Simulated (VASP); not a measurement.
NaHF2, 4 atoms in the cell. The structure is trigonal, space group R-3m (No. 166). Conventional cell: a = 3.475 Å, b = 3.475 Å, c = 13.823 Å, α = 90.00°, β = 90.00°, γ = 120.00°. Na (site symmetry -3m) has 6 F at 2.32 Å and 6 H at 3.06 Å within 3.1 Å. Within 1.5 Å of H (site symmetry -3m) lie 2 F at 1.14 Å. Within 1.5 Å of F (site symmetry 3m) lie 1 H at 1.14 Å. 

| Item | Value |
| --- | --- |
| Program | VASP 6.6.1 |
| Task | single point |
| Functional | r2SCAN |
| Potentials or basis | VASP PAW PBE potentials, release 64 (Na_sv, H, F) |
| Cutoff | 970 eV |
| k mesh | 9 × 9 × 9 |
| Occupations | gaussian, width 0.02 eV |
| Spin | no spin polarisation |
| Dipole correction | no |
| Further INCAR settings | ALGO = Normal; EDIFF = 1e-06; NBANDS = 20 |

Potentials or basis: VASP PAW PBE potentials, release 64 (Na_sv, H, F).

Launch:

```console
$ cat potpaw_PBE.64/Na_sv/POTCAR potpaw_PBE.64/H/POTCAR potpaw_PBE.64/F/POTCAR > POTCAR
$ cp INCAR.step1 INCAR
$ mpirun -np 1 vasp_std > vasp.out
$ cp INCAR.step2 INCAR
$ mpirun -np 1 vasp_std > vasp.out
```

Hardware: 1 thread of Intel(R) Xeon(R) Platinum 8259CL CPU @ 2.50GHz (Skylake/Cascade Lake), with other jobs on the host.

Problem. How long does it take, and how much memory?

Solution. Wall time 28 min on 1 thread of Intel(R) Xeon(R) Platinum 8259CL CPU @ 2.50GHz (Skylake/Cascade Lake), on a shared host, peak memory 0.53 GiB. Counts: k points 85.
